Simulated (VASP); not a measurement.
**HfC: single point with PBE**

The system is HfC.

```
CELL_PARAMETERS angstrom
0.00000 2.32500 2.32500
2.32500 0.00000 2.32500
2.32500 2.32500 0.00000
ATOMIC_POSITIONS crystal
Hf 0.50000 0.50000 0.50000
C 0.00000 0.00000 0.00000
```

```json
{
 "Program": "VASP 6.6.1",
 "Task": "single point",
 "Functional": "PBE",
 "Potentials or basis": "VASP PAW PBE potentials, release 64 (Hf_pv, C)",
 "Cutoff": "520 eV",
 "k mesh": "5 × 5 × 5",
 "Occupations": "fermi-dirac, width 0.02 eV",
 "Spin": "no spin polarisation",
 "Dipole correction": "no",
 "Further INCAR settings": "ALGO = Normal; EDIFF = 1e-07; NBANDS = 14"
}
```

* Pressure: 0.3 GPa
* Band gap on the k mesh: zero (band 7 reaches 7.00 eV, above the bottom of band 8 at 5.77 eV)

Levels at points of the mesh, in eV from the Fermi level:
| k point | band 4 | band 5 | band 6 | band 7 | band 8 | band 9 | band 10 | band 11 |
| --- | --- | --- | --- | --- | --- | --- | --- | --- |
| (0.00, 0.00, 0.00) | -12.12 | 1.21 | 1.21 | 1.21 | 1.55 | 1.55 | 1.55 | 3.55 |

Run time: 6.9 s on 1 thread of AMD EPYC 7R43 64-Core Processor (Zen 3) (shared host), peak memory 0.1 GiB.

Caveat: the k points lie up to 0.47 Å⁻¹ apart; spin-orbit coupling is left out, which moves the levels of the heavy elements.
